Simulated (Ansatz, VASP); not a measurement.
**Al2GaP3 in VASP and in Ansatz**

```
Al Ga P
1.0
     3.89503    0.00000    0.00000
     0.00000   -7.79006    0.00000
    -1.94752    1.94752   -8.25717
Al Ga P
4 2 6
Direct
  0.33332 0.66666 0.66665
  0.33332 0.16666 0.66665
  0.66668 0.83334 0.33335
  0.66668 0.33334 0.33335
  0.00000 0.50000 0.00000
  0.00000 0.00000 0.00000
  0.08370 0.79185 0.16741
  0.08370 0.29185 0.16741
  0.41630 0.95815 0.83259
  0.41630 0.45815 0.83259
  0.75000 0.62500 0.50000
  0.75000 0.12500 0.50000
```

Alike in both runs: task single point; functional PBE; k mesh 4 × 2 × 4; occupations gaussian, width 0.1 eV; no spin polarisation.

|  | VASP | Ansatz |
| --- | --- | --- |
| version | VASP 6.6.1 | Ansatz 0.2.0 |
| potentials or method | VASP PAW PBE potentials, release 64 (Al, Ga_d, P), cutoff 520 eV | scalar-relativistic, plane waves, PAW |
| valence electrons in the cell | 68 | 68 |

```csv
,VASP,Ansatz,Ansatz less VASP
gap on the k mesh at the Fermi level (eV),1.63,1.63,+0.001
least direct gap on the mesh (eV),1.83,1.83,+0.002
pressure (GPa),0.1,0.1,+0.06
"traceless stress, the component that is largest in VASP (GPa)",-0.54,-0.54,0.000
rms of the force components (eV/Å),0.007,0.005,-0.0020
```

Atom by atom the forces differ by 0.002 eV/Å (rms over components).
